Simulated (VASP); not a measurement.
# ScSi2 (P6/mmm) in VASP: further runs

Aim: see how the results for ScSi2 move with the level of theory and the settings. Levels: r2SCAN+U, r2SCAN. Tasks: single point, relaxation of cell and atoms.

All numbers are computed with VASP 6.6.1; they aren't measurements. Logs are shortened: lines on timing, memory, paths and dates and some standing lists are left out, and cuts for length are marked.

**1. The cell of the first run**

Symmetry: P6/mmm, No. 191, hexagonal system. Conventional cell: a = 4.171 Å, b = 4.171 Å, c = 3.810 Å, α = 90.00°, β = 90.00°, γ = 120.00°. Sc (site symmetry 6/mmm) has 12 Si at 3.07 Å and 2 Sc at 3.81 Å within 4.0 Å. Si (site symmetry -6m2) has 3 Si at 2.41 Å and 6 Sc at 3.07 Å within 3.2 Å.

**2. Single point, r2SCAN+U**

The input, POSCAR:

```
ScSi2
1.0
    4.1712396011      0.0000000000      0.0000000000
   -2.0856198005      3.6123994598      0.0000000000
    0.0000000000      0.0000000000      3.8097921680
Sc Si
1 2
Direct
    0.0000000000      0.0000000000      0.0000000000
    0.6666666667      0.3333333333      0.5000000000
    0.3333333333      0.6666666667      0.5000000000
```

The input, INCAR.step1:

```
SYSTEM = ScSi2
  PREC = Accurate
  ENCUT = 520
  ISMEAR = -1
  SIGMA = 0.05
  LREAL = .False.
  LASPH = .True.
  NELM = 150
  LMAXMIX = 4
  LDAU = .True.
  LDAUTYPE = 2
  LDAUL = 2 -1
  LDAUU = 8 0
  LDAUJ = 0 0
  NBANDS = 16
  GGA = PE
  ALGO = Normal
  EDIFF = 1E-4
  LWAVE = .True.
  LCHARG = .False.
```

The input, INCAR.step2:

```
SYSTEM = ScSi2
  PREC = Accurate
  ENCUT = 520
  EDIFF = 1E-6
  ISMEAR = -1
  SIGMA = 0.05
  LREAL = .False.
  LASPH = .True.
  NELM = 150
  ALGO = Normal
  ISIF = 2
  LWAVE = .False.
  LCHARG = .False.
  LMAXMIX = 4
  LDAU = .True.
  LDAUTYPE = 2
  LDAUL = 2 -1
  LDAUU = 8 0
  LDAUJ = 0 0
  LDAUPRINT = 1
  METAGGA = R2SCAN
  LMIXTAU = .True.
  NBANDS = 16
  ISTART = 1
```

The input, KPOINTS:

```
Automatic mesh
0
Gamma
  8 8 7
  0 0 0
```

Potentials or basis: VASP PAW PBE potentials, release 64 (Sc_sv, Si).

The run is started by

```console
$ cat potpaw_PBE.64/Sc_sv/POTCAR potpaw_PBE.64/Si/POTCAR > POTCAR
$ cp INCAR.step1 INCAR
$ mpirun -np 1 vasp_std > vasp.out
$ cp INCAR.step2 INCAR
$ mpirun -np 1 vasp_std > vasp.out
```

OUTCAR:

```text
SYSTEM = ScSi2
   PREC = Accurate
   ENCUT = 520
   EDIFF = 1E-6
   ISMEAR = -1
   LREAL = .False.
   LASPH = .True.
   NELM = 150
   ISIF = 2
   METAGGA = R2SCAN
   ISTART = 1

 ion  position               nearest neighbor table
   1  0.000  0.000  0.000-   2 3.07   3 3.07   2 3.07   3 3.07   3 3.07   3 3.07   2 3.07   2 3.07
                             2 3.07   2 3.07   3 3.07   3 3.07
   2  0.667  0.333  0.500-   3 2.41   3 2.41   3 2.41   1 3.07   1 3.07   1 3.07   1 3.07   1 3.07
                             1 3.07
   3  0.333  0.667  0.500-   2 2.41   2 2.41   2 2.41   1 3.07   1 3.07   1 3.07   1 3.07   1 3.07
                             1 3.07

  LATTYP: Found a hexagonal cell.
 ALAT       =     4.1712396011
 C/A-ratio  =     0.9133477173

  Lattice vectors:

 A1 = (   4.1712396011,   0.0000000000,   0.0000000000)
 A2 = (  -2.0856198005,   3.6123994598,   0.0000000000)
 A3 = (   0.0000000000,   0.0000000000,   3.8097921680)

Analysis of symmetry for initial positions (statically):
=====================================================================
 Subroutine PRICEL returns:
 Original cell was already a primitive cell.

 Routine SETGRP: Setting up the symmetry group for a
 hexagonal supercell.

 Subroutine GETGRP returns: Found 24 space group operations
 (whereof 24 operations were pure point group operations)
 out of a pool of 24 trial point group operations.

The static configuration has the point symmetry D_6h.

Analysis of symmetry for dynamics (positions and initial velocities):
=====================================================================
 Subroutine PRICEL returns:
 Original cell was already a primitive cell.

 Routine SETGRP: Setting up the symmetry group for a
 hexagonal supercell.

 Subroutine GETGRP returns: Found 24 space group operations
 (whereof 24 operations were pure point group operations)
 out of a pool of 24 trial point group operations.

The dynamic configuration has the point symmetry D_6h.

 Subroutine INISYM returns: Found 24 space group operations
 (whereof 24 operations are pure point group operations),
 and found     1 'primitive' translations

----------------------------------------------------------------------------------------

                                     Primitive cell

  volume of cell :      57.4066

  direct lattice vectors                    reciprocal lattice vectors
     4.171239601  0.000000000  0.000000000     0.239736888  0.138412157  0.000000000
    -2.085619800  3.612399460  0.000000000     0.000000000  0.276824313  0.000000000
     0.000000000  0.000000000  3.809792168     0.000000000  0.000000000  0.262481510

  length of vectors
     4.171239601  4.171239601  3.809792168     0.276824313  0.276824313  0.262481510

  position of ions in fractional coordinates (direct lattice)
     0.000000000  0.000000000  0.000000000
     0.666666667  0.333333333  0.500000000
     0.333333333  0.666666667  0.500000000

  ion indices of the primitive-cell ions
   primitive index   ion index
                 1           1
                 2           2
                 3           3

----------------------------------------------------------------------------------------

 KPOINTS: Automatic mesh

Automatic generation of k-mesh.
 Grid dimensions read from file:
 generate k-points for:    8    8    7

 Generating k-lattice:

  Cartesian coordinates                     Fractional coordinates (reciprocal lattice)
     0.029967111  0.017301520  0.000000000     0.125000000 -0.000000000  0.000000000
     0.000000000  0.034603039  0.000000000     0.000000000  0.125000000  0.000000000
[... 47 lines left out ...]
   NGXF,Y,Z  is equivalent  to a cutoff of  25.51, 25.51, 24.44 a.u.
 SYSTEM =  ScSi2
   PREC   = accura    normal or accurate (medium, high low for compatibility)
   ISTART =      1    job   : 0-new  1-cont  2-samecut
   ICHARG =      0    charge: 1-file 2-atom 10-const
   ISPIN  =      1    spin polarized calculation?
   LNONCOLLINEAR =      F non collinear calculations
   LSORBIT =      F    spin-orbit coupling
[... 51 lines left out ...]
  o =  0.0432  v =  0.0000  0.0000  0.0000  0.0000  0.0000  0.0000 -0.0000  1.0000 -0.0000  0.0000      0.0000  0.0000  0.0000  0.0000  0.0000  0.0000  0.0000  0.0000  0.0000  0.0000
  o =  0.0491  v = -0.6733 -0.0000  0.0000  0.0000 -0.7394  0.0000  0.0000  0.0000  0.0000  0.0000      0.0000  0.0000  0.0000  0.0000  0.0000  0.0000  0.0000  0.0000  0.0000  0.0000
  o =  0.0491  v =  0.0000  0.0000  0.0000  0.0000  0.0000 -0.6733 -0.0000  0.0000  0.0000 -0.7394      0.0000  0.0000  0.0000  0.0000  0.0000  0.0000  0.0000  0.0000  0.0000  0.0000
  o =  0.0491  v =  0.0000  0.0000  0.0000  0.0000  0.0000 -0.7394  0.0000  0.0000 -0.0000  0.6733      0.0000  0.0000  0.0000  0.0000  0.0000  0.0000  0.0000  0.0000  0.0000  0.0000
  o =  0.0491  v = -0.7394  0.0000  0.0000 -0.0000  0.6733  0.0000  0.0000  0.0000  0.0000  0.0000      0.0000  0.0000  0.0000  0.0000  0.0000  0.0000  0.0000  0.0000  0.0000  0.0000
  o =  0.0782  v = -0.0000 -0.8475 -0.0000  0.5307  0.0000  0.0000  0.0000  0.0000  0.0000  0.0000      0.0000  0.0000  0.0000  0.0000  0.0000  0.0000  0.0000  0.0000  0.0000  0.0000
  o =  0.0782  v =  0.0000  0.0000  0.0000  0.0000  0.0000 -0.0000 -0.8475 -0.0000  0.5307  0.0000      0.0000  0.0000  0.0000  0.0000  0.0000  0.0000  0.0000  0.0000  0.0000  0.0000
  o =  0.0782  v =  0.0000  0.0000  0.0000  0.0000  0.0000  0.0000  0.5307  0.0000  0.8475  0.0000      0.0000  0.0000  0.0000  0.0000  0.0000  0.0000  0.0000  0.0000  0.0000  0.0000
  o =  0.0782  v =  0.0000  0.5307  0.0000  0.8475  0.0000  0.0000  0.0000  0.0000  0.0000  0.0000      0.0000  0.0000  0.0000  0.0000  0.0000  0.0000  0.0000  0.0000  0.0000  0.0000

 number of electron      19.0000002 magnetization

 Free energy of the ion-electron system (eV)
  ---------------------------------------------------
  ext. energy  EPLUGINS =         0.00000000
  ---------------------------------------------------
  free energy    TOTEN  =       -26.84787551 eV

  energy without entropy =      -26.83071351  energy(sigma->0) =      -26.83929451

 E-fermi :   7.2804     XC(G=0): -10.9124

 val. band max:        7.2631408905   @ k =   0.0000   0.0000   0.1429
 cond. band min:       7.2926619280   @ k =   0.1250   0.0000   0.2857
 fundamental gap:      0.0295210375
 Fermi energy:         7.2804456712

 k-point     1 :       0.0000    0.0000    0.0000
  band No.  band energies     occupation
      1     -47.6680      2.00000
      2     -25.2167      2.00000
      3     -25.2166      2.00000
      4     -25.1414      2.00000
      5      -5.4918      2.00000
      6       3.8390      2.00000
[... 433 lines left out ...]
      3     -25.2184      2.00000
      4     -25.1647      2.00000
      5      -3.5224      2.00000
      6      -0.4951      2.00000
[... 8 lines left out ...]
     15      11.6229      0.00000
     16      11.7995      0.00000

 [... further k-points ...]

------------------------ aborting loop because EDIFF is reached ----------------------------------------

  FORCE on cell =-STRESS in cart. coord.  units (eV):
  Direction    XX          YY          ZZ          XY          YZ          ZX
  --------------------------------------------------------------------------------------
  -------------------------------------------------------------------------------------
  Total       -1.2699326     -1.2699326     -0.6014257     -0.0000000      0.0000000      0.0000000
  in kB      -35.4428859    -35.4428859    -16.7853479     -0.0000000      0.0000000      0.0000000
  external PRESSURE =     -29.2237066 kB  Pullay stress =       0.0000000 kB

 VOLUME and BASIS-vectors are now :
 -----------------------------------------------------------------------------
  energy-cutoff  :      520.00
  volume of cell :       57.41
      direct lattice vectors                 reciprocal lattice vectors
     4.171239601  0.000000000  0.000000000     0.239736888  0.138412157  0.000000000
    -2.085619800  3.612399460  0.000000000     0.000000000  0.276824313  0.000000000
     0.000000000  0.000000000  3.809792168     0.000000000  0.000000000  0.262481510

 POSITION                                       TOTAL-FORCE (eV/Angst)
 -----------------------------------------------------------------------------------
      0.00000      0.00000      0.00000         0.000000      0.000000      0.000000
      2.08562      1.20413      1.90490        -0.000000      0.000000      0.000000
     -0.00000      2.40827      1.90490         0.000000     -0.000000      0.000000
 -----------------------------------------------------------------------------------
    total drift:                                0.000000     -0.000000      0.000000

  FREE ENERGIE OF THE ION-ELECTRON SYSTEM (eV)
  ---------------------------------------------------
  free  energy   TOTEN  =       -26.8478755125 eV

  energy  without entropy=      -26.8307135106  energy(sigma->0) =      -26.83929451
```

Run time: 62 s. Hardware: 1 thread of Intel Xeon Platinum 8488C (Sapphire Rapids), shared host; peak memory 0.19 GiB.

What came out:

* Free energy: -26.8479 eV
* Pressure: -2.9 GPa
* Band gap on the k mesh: zero (an odd number of electrons rules out a gap without spin polarisation)

Levels at points of the mesh, in eV from the Fermi level:
```tsv
k point	band 6	band 7	band 8	band 9	band 10	band 11	band 12	band 13	band 14	band 15
(0.00, 0.00, 0.00)	-3.44	-3.44	-2.22	-1.66	-0.49	0.32	0.32	2.44	2.44	3.43
(0.50, 0.00, 0.00)	-9.24	-4.48	-2.66	-1.56	1.18	1.90	2.56	2.61	3.15	3.24
```

Eigenvalues of the final occupation matrices:
```csv
site,spin,trace,eigenvalues
site 1 d,1,0.30,0.04 0.05 0.05 0.08 0.08
site 1 d,2,0.30,0.04 0.05 0.05 0.08 0.08
```

Caveat: the PAW data sets were made with another functional, which shifts forces and pressure a little; an odd number of electrons without spin polarisation forces a metal; a magnetic or distorted state may lie lower; U without spin polarisation on a metal has little footing; the U is typed as a test and isn't derived for this compound.

**3. Relaxation of cell and atoms, r2SCAN**

This run uses another cell than the first one, of 14.97 Å³/atom.

The input, POSCAR:

```
ScSi2
1.0
    3.6600000000      0.0000000000      0.0000000000
   -1.8300000000      3.1696529779      0.0000000000
    0.0000000000      0.0000000000      3.8700000000
Sc Si
1 2
Direct
    0.0000000000      0.0000000000      0.0000000000
    0.6666666667      0.3333333333      0.5000000000
    0.3333333333      0.6666666667      0.5000000000
```

The input, INCAR.step1:

```
SYSTEM = ScSi2
PREC = Accurate ; ENCUT = 600
ISMEAR = -1 ; SIGMA = 0.05
LREAL = .False. ; LASPH = .True.
NELM = 100 ; GGA = PE
ALGO = Normal ; EDIFF = 1E-4
LWAVE = .True. ; LCHARG = .False.
```

The input, INCAR.step2:

```
SYSTEM = ScSi2
PREC = Accurate ; ENCUT = 600
EDIFF = 1E-6 ; ISMEAR = -1
SIGMA = 0.05 ; LREAL = .False.
LASPH = .True. ; NELM = 100
ALGO = Normal ; ISIF = 3
LWAVE = .False. ; LCHARG = .False.
METAGGA = R2SCAN ; LMIXTAU = .True.
IBRION = 2 ; NSW = 60
EDIFFG = -0.01 ; ISTART = 1
```

KPOINTS is that of step 2.

Potentials or basis: VASP PAW PBE potentials, release 64 (Sc_sv, Si).

The run is started by

```console
$ cat potpaw_PBE.64/Sc_sv/POTCAR potpaw_PBE.64/Si/POTCAR > POTCAR
$ cp INCAR.step1 INCAR
$ mpirun -np 1 vasp_std > vasp.out
$ cp INCAR.step2 INCAR
$ mpirun -np 1 vasp_std > vasp.out
```

It took 9.9 min on 1 thread of Intel Xeon Platinum 8488C (Sapphire Rapids), shared host; peak memory 0.22 GiB.

It converged, with:

- Free energy: -30.0085 eV
- Relaxed volume: 16.86 Å³/atom
- Relaxed cell: a = 4.002 Å, b = 4.002 Å, c = 3.647 Å, α = 90.00°, β = 90.00°, γ = 120.00°
- Space group after relaxing (to 0.1 Å): P6/mmm (No. 191)
- Energy gained by relaxing: 254.3 meV/atom
- Ionic steps: 12
- Pressure after relaxing: 0.0 GPa
- Band gap on the k mesh: zero (an odd number of electrons rules out a gap without spin polarisation)

Step by step:
```csv
step,energy change (eV),largest force (eV/Å),pressure (GPa),volume (Å³)
1,0.0000,0.0000,24.73,44.90
2,-0.2764,0.0000,-12.25,61.20
3,-0.7060,0.0000,-2.50,52.68
4,-0.7067,0.0000,-2.08,52.48
5,-0.7067,0.0000,-1.74,52.32
6,-0.7459,0.0000,-0.39,51.19
7,-0.7585,0.0000,1.07,50.20
8,-0.7587,0.0000,1.29,50.06
9,-0.7623,0.0000,-0.59,50.86
10,-0.7628,0.0000,-0.14,50.66
11,-0.7629,0.0000,-0.06,50.60
12,-0.7629,0.0000,-0.03,50.58
```

Final structure:
```
CELL_PARAMETERS angstrom
4.00184 0.00000 0.00000
-2.00092 3.46569 0.00000
0.00000 0.00000 3.64671
ATOMIC_POSITIONS crystal
Sc 0.00000 0.00000 0.00000
Si 0.66667 0.33333 0.50000
Si 0.33333 0.66667 0.50000
```

Levels at points of the mesh, in eV from the Fermi level:
```
           k point  band 5  band 6  band 7  band 8  band 9  band 10  band 11  band 12  band 13
(0.00, 0.00, 0.00)  -13.45   -3.92   -3.92   -2.09   -1.22    -1.05     0.59     0.59     1.77
(0.50, 0.00, 0.00)  -10.97   -9.71   -4.72   -2.91   -1.97     1.21     1.54     1.82     2.17
```

Caveat: the PAW data sets were made with another functional, which shifts forces and pressure a little; an odd number of electrons without spin polarisation forces a metal; a magnetic or distorted state may lie lower. Zero-point motion and thermal expansion aren't in these numbers.

**4. Relaxation of cell and atoms, r2SCAN+U**

This run uses another cell than the first one, of 14.97 Å³/atom.

POSCAR is that of step 3.

The input, INCAR.step1:

```
SYSTEM = ScSi2
  PREC = Accurate
  ENCUT = 600
  ISMEAR = -1
  SIGMA = 0.05
  LREAL = .False.
  LASPH = .True.
  NELM = 150
  LMAXMIX = 4
  LDAU = .True.
  LDAUTYPE = 2
  LDAUL = 2 -1
  LDAUU = 3 0
  LDAUJ = 0 0
  GGA = PE
  ALGO = Normal
  EDIFF = 1E-4
  LWAVE = .True.
  LCHARG = .False.
```

The input, INCAR.step2:

```
SYSTEM = ScSi2
  PREC = Accurate
  ENCUT = 600
  EDIFF = 1E-6
  ISMEAR = -1
  SIGMA = 0.05
  LREAL = .False.
  LASPH = .True.
  NELM = 150
  ALGO = Normal
  ISIF = 3
  LWAVE = .False.
  LCHARG = .False.
  LMAXMIX = 4
  LDAU = .True.
  LDAUTYPE = 2
  LDAUL = 2 -1
  LDAUU = 3 0
  LDAUJ = 0 0
  LDAUPRINT = 1
  METAGGA = R2SCAN
  LMIXTAU = .True.
  IBRION = 2
  NSW = 60
  EDIFFG = -0.01
  ISTART = 1
```

The input, KPOINTS:

```
regular mesh
0
Gamma
  8 8 7
  0 0 0
```

The run is started by

```console
$ cat potpaw_PBE.64/Sc_sv/POTCAR potpaw_PBE.64/Si/POTCAR > POTCAR
$ cp INCAR.step1 INCAR
$ mpirun -np 1 vasp_std > vasp.out
$ cp INCAR.step2 INCAR
$ mpirun -np 1 vasp_std > vasp.out
```

Wall time 10 min (1 thread of Intel Xeon Platinum 8488C (Sapphire Rapids), shared host); peak memory 0.2 GiB.

The run converged. Its results:

| Property | Result |
| --- | --- |
| Free energy | -28.6214 eV |
| Relaxed volume | 17.51 Å³/atom |
| Relaxed cell | a = 4.037 Å, b = 4.037 Å, c = 3.723 Å, α = 90.00°, β = 90.00°, γ = 120.00° |
| Space group after relaxing (to 0.1 Å) | P6/mmm (No. 191) |
| Energy gained by relaxing | 302.7 meV/atom |
| Ionic steps | 12 |
| Pressure after relaxing | 0.0 GPa |
| Band gap on the k mesh | zero (an odd number of electrons rules out a gap without spin polarisation) |

Step by step:
```
step  energy change (eV)  largest force (eV/Å)  pressure (GPa)  volume (Å³)
   1              0.0000                0.0000           29.08        44.90
   2             -0.3539                0.0000          -12.23        64.55
   3             -0.8564                0.0000           -1.86        54.20
   4             -0.8570                0.0000           -1.55        54.01
   5             -0.8570                0.0000           -1.22        53.82
   6             -0.8891                0.0000           -0.10        52.95
   7             -0.9046                0.0000            1.45        51.82
   8             -0.9049                0.0000            1.29        51.94
   9             -0.9071                0.0000           -0.63        52.84
  10             -0.9082                0.0000            0.06        52.50
  11             -0.9082                0.0000            0.05        52.51
  12             -0.9082                0.0000            0.00        52.54
```

Final structure:
```yaml
crystal:
  lattice:
    - [4.03656, 0.00000, 0.00000]
    - [-2.01828, 3.49576, 0.00000]
    - [0.00000, 0.00000, 3.72325]
  atoms:
    - { symbol: Sc, position: [0.00000, 0.00000, 0.00000] }
    - { symbol: Si, position: [0.66667, 0.33333, 0.50000] }
    - { symbol: Si, position: [0.33333, 0.66667, 0.50000] }
```

Levels at points of the mesh, in eV from the Fermi level:
| k point | band 6 | band 7 | band 8 | band 9 | band 10 | band 11 | band 12 | band 13 |
| --- | --- | --- | --- | --- | --- | --- | --- | --- |
| (0.00, 0.00, 0.00) | -3.75 | -3.75 | -2.31 | -1.15 | -1.01 | 0.50 | 0.50 | 1.95 |
| (0.50, 0.00, 0.00) | -9.60 | -4.67 | -2.79 | -1.95 | 1.28 | 1.39 | 2.12 | 2.42 |

Eigenvalues of the final occupation matrices:
```tsv
site	spin	trace	eigenvalues
site 1 d	1	0.46	0.07 0.08 0.08 0.12 0.12
site 1 d	2	0.46	0.07 0.08 0.08 0.12 0.12
```

Caveat: the volume moved by over 15 % at a fixed basis, so the end points are rough; the PAW data sets were made with another functional, which shifts forces and pressure a little; an odd number of electrons without spin polarisation forces a metal; a magnetic or distorted state may lie lower; U without spin polarisation on a metal has little footing; the U is typed as a test and isn't derived for this compound. Zero-point motion and thermal expansion aren't in these numbers.

**5. The runs side by side**

```csv
task,level,U,cell,cutoff (eV),gap on the mesh (eV),pressure (GPa),relaxed volume (Å³/atom)
single point,r2SCAN+U,Sc d U = 8.0 eV,"a = 4.171, b = 4.171, c = 3.810 Å, angles 90.0, 90.0, 120.0°, 3 atoms",520,none,-2.9,-
relaxation of cell and atoms,r2SCAN,-,"relaxed from a = 3.660, b = 3.660, c = 3.870 Å, angles 90.0, 90.0, 120.0°, 3 atoms",600,none,0.0,16.86
relaxation of cell and atoms,r2SCAN+U,Sc d U = 3.0 eV,"relaxed from a = 3.660, b = 3.660, c = 3.870 Å, angles 90.0, 90.0, 120.0°, 3 atoms",600,none,0.0,17.51
```

Alike in all rows: potentials or basis VASP PAW PBE potentials, release 64 (Sc_sv, Si); no spin polarisation; k mesh 8 × 8 × 7; smearing fermi-dirac 0.05 eV.

Caveats: the PAW data sets were made with another functional, which shifts forces and pressure a little; an odd number of electrons without spin polarisation forces a metal; a magnetic or distorted state may lie lower; U without spin polarisation on a metal has little footing (at least some runs); the U is typed as a test and isn't derived for this compound (at least some runs); the volume moved by over 15 % at a fixed basis, so the end points are rough (at least some runs).

Total energies depend on the potentials used, so only differences within one code and one set of settings carry meaning.

The gap in the log of VASP goes by the Fermi energy; the results here count the filled bands.